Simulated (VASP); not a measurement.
# Si: single point with LDA

Si:

```
Si
1.0
     3.83132    0.00000    0.00000
    -1.91566    3.31802    0.00000
     0.00000    0.00000    6.33262
Si
4
Direct
  0.33333 0.66667 0.06301
  0.66667 0.33333 0.56301
  0.33333 0.66667 0.43699
  0.66667 0.33333 0.93699
```

This isn't the form of Si at room conditions, which is diamond.

```
Program             : VASP 6.6.1
Task                : single point
Functional          : LDA
Potentials or basis : VASP PAW LDA potentials, release 64 (Si)
Cutoff              : 500 eV
k mesh              : 8 × 8 × 4
Occupations         : fermi-dirac, width 0.1 eV
Spin                : no spin polarisation
```

```
Pressure               : -2.0 GPa
Largest force          : 0.011 eV/Å
Band gap on the k mesh : 0.31 eV (least direct gap 0.93 eV)
```

Forces on the atoms (eV/Å):
```
Si   0.000  0.000 -0.011
Si   0.000  0.000 -0.011
Si   0.000  0.000  0.011
Si   0.000  0.000  0.011
```

Levels at points of the mesh, in eV from the valence-band top:
| k point | band 6 | band 7 | band 8 | band 9 | band 10 | band 11 |
| --- | --- | --- | --- | --- | --- | --- |
| (0.00, 0.00, 0.00) | -0.35 | 0.00 | 0.00 | 0.93 | 1.96 | 1.96 |
| (0.50, 0.00, 0.00) | -3.05 | -3.01 | -1.43 | 0.31 | 2.26 | 2.90 |
| (0.00, 0.00, 0.50) | -0.92 | -0.92 | -0.92 | 1.71 | 1.71 | 2.94 |
| (0.50, 0.00, 0.50) | -2.46 | -2.42 | -2.42 | 0.81 | 0.81 | 1.59 |

Run time: 52 s on 1 thread of Intel Xeon 8259CL (shared host), peak memory 0.16 GiB.

A k mesh can miss the band edges.
